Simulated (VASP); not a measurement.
# BiSb4O (P6/mmm) in VASP: notebook, part 2 of 3

VASP 6.6.1. The steps go on from the part before.

### 3 Single point, PBE

This run uses another cell than the first one, of 24.92 Å³/atom.

The input, INCAR:

```
SYSTEM = BiSb4O
PREC     = Accurate       ! precision mode
ENCUT    = 520            ! plane-wave cutoff, eV
EDIFF    = 1E-6           ! SCF threshold, eV
ISMEAR   = 0              ! smearing method
SIGMA    = 0.1            ! smearing width, eV
LREAL    = .False.        ! projectors in reciprocal space
LASPH    = .True.         ! aspherical terms in the spheres
NELM     = 100            ! most SCF steps
ALGO     = Normal         ! electronic algorithm
ISIF     = 2              ! what is computed and relaxed
LWAVE    = .False.        ! write WAVECAR
LCHARG   = .True.         ! write CHGCAR
GGA      = PE             ! functional
LELF     = .True.         ! ELF
LVHAR    = .True.       
NBANDS   = 30             ! bands
```

The input, KPOINTS:

```
Automatic mesh
0
Gamma
  6 6 2
  0 0 0
```

The input, POSCAR:

```
BiSb4O
1.0
    5.2013804009      0.0000000000      0.0000000000
   -2.6006902005      4.5045275620      0.0000000000
    0.0000000000      0.0000000000      6.3815769407
Sb Bi O
4 1 1
Direct
    0.3333333333      0.6666666667      0.7293516920
    0.3333333333      0.6666666667      0.2706483080
    0.6666666667      0.3333333333      0.7293516920
    0.6666666667      0.3333333333      0.2706483080
    0.0000000000      0.0000000000      0.0000000000
    0.0000000000      0.0000000000      0.5000000000
```

Potentials or basis: VASP PAW PBE potentials, release 64 (Sb, Bi_d, O).

The run is started by

```sh
$ cat potpaw_PBE.64/Sb/POTCAR potpaw_PBE.64/Bi_d/POTCAR potpaw_PBE.64/O/POTCAR > POTCAR
$ mpirun -np 1 vasp_std > vasp.out
```

OUTCAR:

```text
SYSTEM = BiSb4O
   PREC = Accurate
   ENCUT = 520
   EDIFF = 1E-6
   ISMEAR = 0
   LREAL = .False.
   LASPH = .True.
   NELM = 100
   ISIF = 2
   GGA = PE

 ion  position               nearest neighbor table
   1  0.333  0.667  0.729-   2 2.93   3 3.00   3 3.00   3 3.00   2 3.45   5 3.46   5 3.46   5 3.46

   2  0.333  0.667  0.271-   1 2.93   4 3.00   4 3.00   4 3.00   1 3.45   5 3.46   5 3.46   5 3.46

   3  0.667  0.333  0.729-   4 2.93   1 3.00   1 3.00   1 3.00   4 3.45   5 3.46   5 3.46   5 3.46

   4  0.667  0.333  0.271-   3 2.93   2 3.00   2 3.00   2 3.00   3 3.45   5 3.46   5 3.46   5 3.46

   5  0.000  0.000  0.000-   1 3.46   2 3.46   3 3.46   4 3.46   3 3.46   4 3.46   1 3.46   2 3.46
                             3 3.46   4 3.46   1 3.46   2 3.46
   6  0.000  0.000  0.500-

  LATTYP: Found a hexagonal cell.
 ALAT       =     5.2013804009
 C/A-ratio  =     1.2269006396

  Lattice vectors:

 A1 = (   5.2013804009,   0.0000000000,   0.0000000000)
 A2 = (  -2.6006902005,   4.5045275620,   0.0000000000)
 A3 = (   0.0000000000,   0.0000000000,   6.3815769407)

Analysis of symmetry for initial positions (statically):
=====================================================================
 Subroutine PRICEL returns:
 Original cell was already a primitive cell.

 Routine SETGRP: Setting up the symmetry group for a
 hexagonal supercell.

 Subroutine GETGRP returns: Found 24 space group operations
 (whereof 24 operations were pure point group operations)
 out of a pool of 24 trial point group operations.

The static configuration has the point symmetry D_6h.

Analysis of symmetry for dynamics (positions and initial velocities):
=====================================================================
 Subroutine PRICEL returns:
 Original cell was already a primitive cell.

[... 122 lines left out ...]
   IMIX   =      4    mixing-type and parameters
     AMIX     =   0.40;   BMIX     =  1.00
     AMIX_MAG =   1.60;   BMIX_MAG =  1.00
  volume/ion in A,a.u.               =      24.92       168.17
  Fermi-wavevector in a.u.,A,eV,Ry     =   1.063582  2.009878 15.390990  1.131206
  Thomas-Fermi vector in A             =   2.199071
   LORBIT       =      0    0 simple, 1 ext, 2 COOP (PROOUT), +10 PAW based schemes
   GGA     = PE    functional components
   LHFCALC =     F    Hartree Fock is set to
   AEXX    =    0.0000 exact exchange contribution
   IVDW    =     0    specifies the selected vdW correction
   LEPSILON=     F    determine dielectric tensor
   LRPA    =     F    only Hartree local field effects (RPA)
 non-spin polarized calculation
 Gauss-broadening in eV      SIGMA  =   0.10
  energy-cutoff  :      520.00
  volume of cell :      149.52
 maximum number of plane-waves:      4068
 NGX is ok and might be reduce to    40
   NGX = 19   NGY = 19   NGZ = 23

 number of electron      41.0000004 magnetization

 Free energy of the ion-electron system (eV)
  ---------------------------------------------------
  ext. energy  EPLUGINS =         0.00000000
  ---------------------------------------------------
  free energy    TOTEN  =       -23.64673095 eV

  energy without entropy =      -23.62737411  energy(sigma->0) =      -23.63705253

 E-fermi :   7.6306     XC(G=0): -10.1745

 val. band max:        7.6175779630   @ k =   0.3333   0.0000   0.5000
 cond. band min:       7.6461034844   @ k =   0.5000  -0.0000   0.5000
 fundamental gap:      0.0285255214
 Fermi energy:         7.6306101147

 k-point     1 :       0.0000    0.0000    0.0000
  band No.  band energies     occupation
      1     -15.6484      2.00000
      2     -15.6484      2.00000
      3     -15.6448      2.00000
      4     -15.5878      2.00000
      5     -15.5878      2.00000
      6      -8.2096      2.00000
[... 451 lines left out ...]
     29      12.6467      0.00000
     30      13.4761      0.00000

------------------------ aborting loop because EDIFF is reached ----------------------------------------

  FORCE on cell =-STRESS in cart. coord.  units (eV):
  Direction    XX          YY          ZZ          XY          YZ          ZX
  --------------------------------------------------------------------------------------
  -------------------------------------------------------------------------------------
  Total       -0.1686820     -0.1686820     -0.1841616      0.0000000      0.0000000     -0.0000000
  in kB       -1.8075210     -1.8075210     -1.9733941      0.0000000      0.0000000     -0.0000000
  external PRESSURE =      -1.8628120 kB  Pullay stress =       0.0000000 kB

 VOLUME and BASIS-vectors are now :
 -----------------------------------------------------------------------------
  energy-cutoff  :      520.00
  volume of cell :      149.52
      direct lattice vectors                 reciprocal lattice vectors
     5.201380401  0.000000000  0.000000000     0.192256656  0.110999432  0.000000000
    -2.600690200  4.504527562  0.000000000     0.000000000  0.221998864  0.000000000
     0.000000000  0.000000000  6.381576941     0.000000000  0.000000000  0.156701080

 POSITION                                       TOTAL-FORCE (eV/Angst)
 -----------------------------------------------------------------------------------
     -0.00000      3.00302      4.65441        -0.000000     -0.000000      0.021060
     -0.00000      3.00302      1.72716        -0.000000     -0.000000     -0.021060
      2.60069      1.50151      4.65441         0.000000      0.000000      0.021060
      2.60069      1.50151      1.72716         0.000000      0.000000     -0.021060
      0.00000      0.00000      0.00000         0.000000      0.000000      0.000000
      0.00000      0.00000      3.19079         0.000000      0.000000      0.000000
 -----------------------------------------------------------------------------------
    total drift:                                0.000000      0.000000      0.000000

  FREE ENERGIE OF THE ION-ELECTRON SYSTEM (eV)
  ---------------------------------------------------
  free  energy   TOTEN  =       -23.6467309466 eV

  energy  without entropy=      -23.6273741130  energy(sigma->0) =      -23.63705253
```

OSZICAR:

```text
N       E                     dE             d eps       ncg     rms          rms(c)
DAV:   1     0.333581574101E+03    0.33358E+03   -0.16204E+04   840   0.121E+03
DAV:   2     0.988920741338E+01   -0.32369E+03   -0.31292E+03   994   0.306E+02
DAV:   3    -0.261810196541E+02   -0.36070E+02   -0.35120E+02  1014   0.108E+02
DAV:   4    -0.274811181697E+02   -0.13001E+01   -0.12911E+01   956   0.235E+01
[... 10 lines left out ...]
DAV:  15    -0.236467385977E+02   -0.30158E-04   -0.35850E-04   932   0.806E-02    0.310E-02
DAV:  16    -0.236467414445E+02   -0.28468E-05   -0.15976E-05   996   0.185E-02    0.323E-02
DAV:  17    -0.236467322223E+02    0.92221E-05   -0.25001E-05   868   0.139E-02    0.982E-03
DAV:  18    -0.236467314638E+02    0.75857E-06   -0.17744E-05   924   0.108E-02    0.769E-03
DAV:  19    -0.236467309466E+02    0.51720E-06   -0.26765E-06   554   0.423E-03
   1 F= -.23646731E+02 E0= -.23637053E+02  d E =-.193568E-01
```

It took 42 s on 1 thread of Intel Xeon 6975P-C (Granite Rapids), shared host; peak memory 0.28 GiB.

What came out:

- Free energy: -23.6467 eV
- Pressure: -0.2 GPa
- Largest force: 0.021 eV/Å
- Band gap on the k mesh: zero (an odd number of electrons rules out a gap without spin polarisation)

Forces on the atoms (eV/Å):
```
Sb   0.000  0.000  0.021
Sb   0.000  0.000 -0.021
Sb   0.000  0.000  0.021
Sb   0.000  0.000 -0.021
Bi   0.000  0.000  0.000
O    0.000  0.000  0.000
```

Caveat: the k points lie up to 0.49 Å⁻¹ apart, too coarse for converged energies and pressures of a metal; spin-orbit coupling is left out, which moves the levels of the heavy elements; an odd number of electrons without spin polarisation forces a metal; a magnetic or distorted state may lie lower.

### 4 Single point, PBE

This run uses another cell than the first one, of 24.73 Å³/atom.

The input, INCAR:

```
SYSTEM = BiSb4O
PREC = Accurate ; ENCUT = 520
EDIFF = 1E-6 ; ISMEAR = 0
SIGMA = 0.1 ; LREAL = .FALSE.
LASPH = .TRUE. ; NELM = 80
ALGO = Normal ; ISIF = 2
LWAVE = .FALSE. ; LCHARG = .FALSE.
GGA = PE ; NBANDS = 30
```

The input, KPOINTS:

```
regular mesh
0
G
  6 6 4
  0 0 0
```

The input, POSCAR:

```
BiSb4O
1.0
    5.3177594108      0.0000000000      0.0000000000
   -2.6588797054      4.6053147409      0.0000000000
    0.0000000000      0.0000000000      6.0581671724
Sb Bi O
4 1 1
Direct
    0.3333333333      0.6666666667      0.7402146824
    0.3333333333      0.6666666667      0.2597853176
    0.6666666667      0.3333333333      0.7402146824
    0.6666666667      0.3333333333      0.2597853176
    0.0000000000      0.0000000000      0.0000000000
    0.0000000000      0.0000000000      0.5000000000
```

Potentials or basis: VASP PAW PBE potentials, release 64 (Sb, Bi_d, O).

The run is started by

```sh
$ cat potpaw_PBE.64/Sb/POTCAR potpaw_PBE.64/Bi_d/POTCAR potpaw_PBE.64/O/POTCAR > POTCAR
$ mpirun -np 1 vasp_std > vasp.out
```

OUTCAR:

```text
SYSTEM = BiSb4O
   PREC = Accurate
   ENCUT = 520
   EDIFF = 1E-6
   ISMEAR = 0
   LREAL = .FALSE.
   LASPH = .TRUE.
   NELM = 80
   ISIF = 2
   GGA = PE

 ion  position               nearest neighbor table
   1  0.333  0.667  0.740-   2 2.91   3 3.07   3 3.07   3 3.07   2 3.15   5 3.45   5 3.45   5 3.45

   2  0.333  0.667  0.260-   1 2.91   4 3.07   4 3.07   4 3.07   1 3.15   5 3.45   5 3.45   5 3.45

   3  0.667  0.333  0.740-   4 2.91   1 3.07   1 3.07   1 3.07   4 3.15   5 3.45   5 3.45   5 3.45

   4  0.667  0.333  0.260-   3 2.91   2 3.07   2 3.07   2 3.07   3 3.15   5 3.45   5 3.45   5 3.45

   5  0.000  0.000  0.000-   1 3.45   2 3.45   3 3.45   4 3.45   1 3.45   2 3.45   3 3.45   4 3.45
                             3 3.45   4 3.45   1 3.45   2 3.45
   6  0.000  0.000  0.500-

  LATTYP: Found a hexagonal cell.
 ALAT       =     5.3177594108
 C/A-ratio  =     1.1392330311

  Lattice vectors:

 A1 = (   5.3177594108,   0.0000000000,   0.0000000000)
 A2 = (  -2.6588797054,   4.6053147409,   0.0000000000)
 A3 = (   0.0000000000,   0.0000000000,   6.0581671724)

Analysis of symmetry for initial positions (statically):
=====================================================================
 Subroutine PRICEL returns:
 Original cell was already a primitive cell.

 Routine SETGRP: Setting up the symmetry group for a
 hexagonal supercell.

 Subroutine GETGRP returns: Found 24 space group operations
 (whereof 24 operations were pure point group operations)
 out of a pool of 24 trial point group operations.

The static configuration has the point symmetry D_6h.

Analysis of symmetry for dynamics (positions and initial velocities):
=====================================================================
 Subroutine PRICEL returns:
 Original cell was already a primitive cell.

 Routine SETGRP: Setting up the symmetry group for a
 hexagonal supercell.

 Subroutine GETGRP returns: Found 24 space group operations
 (whereof 24 operations were pure point group operations)
 out of a pool of 24 trial point group operations.

The dynamic configuration has the point symmetry D_6h.

 Subroutine INISYM returns: Found 24 space group operations
 (whereof 24 operations are pure point group operations),
 and found     1 'primitive' translations

----------------------------------------------------------------------------------------

                                     Primitive cell

  volume of cell :     148.3642

  direct lattice vectors                    reciprocal lattice vectors
     5.317759411  0.000000000  0.000000000     0.188049124  0.108570212  0.000000000
    -2.658879705  4.605314741  0.000000000     0.000000000  0.217140425  0.000000000
     0.000000000  0.000000000  6.058167172     0.000000000  0.000000000  0.165066425

  length of vectors
     5.317759411  5.317759411  6.058167172     0.217140425  0.217140425  0.165066425

  position of ions in fractional coordinates (direct lattice)
     0.333333333  0.666666667  0.740214682
     0.333333333  0.666666667  0.259785318
     0.666666667  0.333333333  0.740214682
     0.666666667  0.333333333  0.259785318
     0.000000000  0.000000000  0.000000000
     0.000000000  0.000000000  0.500000000

[... 35 lines left out ...]
 Following reciprocal coordinates:
            Coordinates               Weight
  0.000000  0.000000  0.000000      1.000000
  0.166667  0.000000  0.000000      6.000000
  0.333333  0.000000  0.000000      6.000000
  0.500000  0.000000  0.000000      3.000000
  0.166667  0.166667  0.000000      6.000000
  0.333333  0.166667  0.000000     12.000000
[... 13 lines left out ...]
  0.333333  0.166667  0.500000     12.000000
  0.333333  0.333333  0.500000      2.000000
   k-points           NKPTS =     21   k-points in BZ     NKDIM =     21   number of bands    NBANDS=     30
   number of dos      NEDOS =    301   number of ions     NIONS =      6
   total plane-waves  NPLWV =  76800
   dimension x,y,z NGX =    40 NGY =   40 NGZ =   48
   dimension x,y,z NGXF=    80 NGYF=   80 NGZF=   96
   ions per type =               4   1   1
   NGX,Y,Z   is equivalent  to a cutoff of  12.50, 12.50, 13.17 a.u.
   NGXF,Y,Z  is equivalent  to a cutoff of  25.01, 25.01, 26.34 a.u.
 SYSTEM =  BiSb4O
   PREC   = accura    normal or accurate (medium, high low for compatibility)
   ISTART =      0    job   : 0-new  1-cont  2-samecut
   ICHARG =      2    charge: 1-file 2-atom 10-const
   ISPIN  =      1    spin polarized calculation?
   LNONCOLLINEAR =      F non collinear calculations
   LSORBIT =      F    spin-orbit coupling
   LASPH  =      T    aspherical Exc in radial PAW
   ENCUT  =  520.0 eV  38.22 Ry    6.18 a.u.   9.89  9.89 11.26*2*pi/ulx,y,z
   NELM   =     80;   NELMIN=  2; NELMDL= -5     # of ELM steps
   EDIFF  = 0.1E-05   stopping-criterion for ELM
   LREAL  =      F    real-space projection
   EDIFFG = 0.1E-04   stopping-criterion for IOM
   NSW    =      0    number of steps for IOM
   IBRION =     -1    ionic relax: 0-MD 1-quasi-New 2-CG
   NFREE  =      0    steps in history (QN), initial steepest desc. (CG)
   ISIF   =      2    stress and relaxation
   ISYM   =      2    0-nonsym 1-usesym 2-fastsym
   POTIM  = 0.5000    time-step for ionic-motion
   TEBEG  =    0.0;   TEEND  =   0.0 temperature during run
   PSTRESS=    0.0 pullay stress
   NELECT =      41.0000    total number of electrons
   NUPDOWN=      -1.0000    fix difference up-down
   EMIN   =  10.00;   EMAX   =-10.00  energy-range for DOS
   EFERMI =   0.00;   METHOD = LEGACY
   ISMEAR =     0;   SIGMA  =   0.10  broadening in eV -4-tet -1-fermi 0-gaus
   EFERMI_NEDOS =   21; number of points for ismear=-14 and -15
   IALGO  =     38    algorithm
   IMIX   =      4    mixing-type and parameters
     AMIX     =   0.40;   BMIX     =  1.00
     AMIX_MAG =   1.60;   BMIX_MAG =  1.00
  volume/ion in A,a.u.               =      24.73       166.87
  Fermi-wavevector in a.u.,A,eV,Ry     =   1.066333  2.015078 15.470736  1.137067
  Thomas-Fermi vector in A             =   2.201914
   LORBIT       =      0    0 simple, 1 ext, 2 COOP (PROOUT), +10 PAW based schemes
   GGA     = PE    functional components
   LHFCALC =     F    Hartree Fock is set to
   AEXX    =    0.0000 exact exchange contribution
   IVDW    =     0    specifies the selected vdW correction
   LEPSILON=     F    determine dielectric tensor
   LRPA    =     F    only Hartree local field effects (RPA)
 non-spin polarized calculation
 Gauss-broadening in eV      SIGMA  =   0.10
  energy-cutoff  :      520.00
  volume of cell :      148.36
 maximum number of plane-waves:      4032
 NGX is ok and might be reduce to    40
   NGX = 19   NGY = 19   NGZ = 23

 number of electron      40.9999998 magnetization

 Free energy of the ion-electron system (eV)
  ---------------------------------------------------
  ext. energy  EPLUGINS =         0.00000000
  ---------------------------------------------------
  free energy    TOTEN  =       -23.91275816 eV

  energy without entropy =      -23.89329985  energy(sigma->0) =      -23.90302900

 E-fermi :   7.6646     XC(G=0): -10.2084

 val. band max:        7.6453643961   @ k =   0.1667   0.0000   0.5000
 cond. band min:       7.6686493531   @ k =   0.5000   0.0000   0.2500
 fundamental gap:      0.0232849571
 Fermi energy:         7.6645789445

 k-point     1 :       0.0000    0.0000    0.0000
  band No.  band energies     occupation
      1     -15.5984      2.00000
      2     -15.5984      2.00000
      3     -15.5831      2.00000
      4     -15.5719      2.00000
      5     -15.5719      2.00000
      6      -8.0282      2.00000
[... 682 lines left out ...]
     29      11.9513      0.00000
     30      13.7470      0.00000

------------------------ aborting loop because EDIFF is reached ----------------------------------------

  FORCE on cell =-STRESS in cart. coord.  units (eV):
  Direction    XX          YY          ZZ          XY          YZ          ZX
  --------------------------------------------------------------------------------------
  -------------------------------------------------------------------------------------
  Total       -0.1120087     -0.1120087     -0.2234828      0.0000000      0.0000000      0.0000000
  in kB       -1.2095756     -1.2095756     -2.4133789      0.0000000      0.0000000      0.0000000
  external PRESSURE =      -1.6108433 kB  Pullay stress =       0.0000000 kB

 VOLUME and BASIS-vectors are now :
 -----------------------------------------------------------------------------
  energy-cutoff  :      520.00
  volume of cell :      148.36
      direct lattice vectors                 reciprocal lattice vectors
     5.317759411  0.000000000  0.000000000     0.188049124  0.108570212  0.000000000
    -2.658879705  4.605314741  0.000000000     0.000000000  0.217140425  0.000000000
     0.000000000  0.000000000  6.058167172     0.000000000  0.000000000  0.165066425

 POSITION                                       TOTAL-FORCE (eV/Angst)
 -----------------------------------------------------------------------------------
     -0.00000      3.07021      4.48434         0.000000     -0.000000      0.007830
     -0.00000      3.07021      1.57382        -0.000000      0.000000     -0.007830
      2.65888      1.53510      4.48434        -0.000000     -0.000000      0.007830
      2.65888      1.53510      1.57382         0.000000     -0.000000     -0.007830
      0.00000      0.00000      0.00000        -0.000000      0.000000      0.000000
      0.00000      0.00000      3.02908        -0.000000      0.000000      0.000000
 -----------------------------------------------------------------------------------
    total drift:                               -0.000000     -0.000000      0.000000

  FREE ENERGIE OF THE ION-ELECTRON SYSTEM (eV)
  ---------------------------------------------------
  free  energy   TOTEN  =       -23.9127581562 eV

  energy  without entropy=      -23.8932998517  energy(sigma->0) =      -23.90302900
```

stdout:

```text
POSCAR found type information on POSCAR SbBiO
 POSCAR found :  3 types and       6 ions
 scaLAPACK will be used
 LDA part: xc-table for (Slater+PW92), standard interpolation
 POSCAR, INCAR and KPOINTS ok, starting setup
 FFT: planning ... GRIDC
 FFT: planning ... GRID_SOFT
 FFT: planning ... GRID
 WAVECAR not read
 entering main loop
```

Run time: 54 s. Hardware: 1 thread of Intel Xeon 6975P-C (Granite Rapids), shared host; peak memory 0.3 GiB.

What came out:

| Item | Value |
| --- | --- |
| Free energy | -23.9128 eV |
| Pressure | -0.2 GPa |
| Largest force | 0.008 eV/Å |
| Band gap on the k mesh | zero (an odd number of electrons rules out a gap without spin polarisation) |

Forces on the atoms (eV/Å):
```
Sb   0.000  0.000  0.008
Sb   0.000  0.000 -0.008
Sb   0.000  0.000  0.008
Sb   0.000  0.000 -0.008
Bi   0.000  0.000  0.000
O    0.000  0.000  0.000
```

Caveat: spin-orbit coupling is left out, which moves the levels of the heavy elements; an odd number of electrons without spin polarisation forces a metal; a magnetic or distorted state may lie lower.

(Part 2 of 3 ends here.)
